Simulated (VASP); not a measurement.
**Ni: single point with PBEsol**

The system is Ni.

```
Ni
1.0
     0.00000    1.67798    1.67798
     1.67798    0.00000    1.67798
     1.67798    1.67798    0.00000
Ni
1
Cartesian
  0.0000 0.0000 0.0000
```

```yaml
Program: VASP 6.6.1
Task: single point
Functional: PBEsol
Potentials_or_basis: VASP PAW PBE potentials, release 64 (Ni)
Cutoff: 520 eV
k_mesh: 20 × 20 × 20
Occupations: gaussian, width 0.1 eV
Spin: collinear spin, ferromagnetic start
Starting_moments: "[0.73] μB"
```

```yaml
Pressure: 26.9 GPa
Net_moment: 0.61 μB per cell
Site_moments: Ni +0.61 μB
Valence_electrons_inside_the_program's_atomic_spheres: Ni 9.61
```

Levels at points of the mesh, in eV from the Fermi level:
Spin up:
```
           k point  band 1  band 2  band 3  band 4  band 5  band 6  band 7  band 8  band 9  band 10
(0.00, 0.00, 0.00)  -10.09   -2.82   -2.82   -2.82   -1.39   -1.39   24.88   29.84   29.84    29.84
(0.50, 0.00, 0.00)   -5.69   -2.83   -2.83   -0.61   -0.55   -0.55    6.73   23.30   27.16    27.16
(0.50, 0.50, 0.00)   -5.60   -5.02   -0.51   -0.37   -0.37    2.49   10.52   16.13   16.13    21.57
```
Spin down:
```tsv
k point	band 2	band 3	band 4	band 5	band 6	band 7	band 8	band 9
(0.00, 0.00, 0.00)	-2.12	-2.12	-2.12	-0.79	-0.79	24.79	29.84	29.84
(0.50, 0.00, 0.00)	-2.23	-2.23	-0.63	0.18	0.18	7.15	23.21	27.26
(0.50, 0.50, 0.00)	-4.45	0.12	0.44	0.44	2.50	10.80	16.17	16.17
```

Run time: 93 s on 1 thread of AMD EPYC 7R43 64-Core Processor (Zen 3), with other jobs on the host, peak memory 0.12 GiB.

Caveat: the cell stands under pressure; the PAW data sets were made with another functional, which shifts forces and pressure a little.
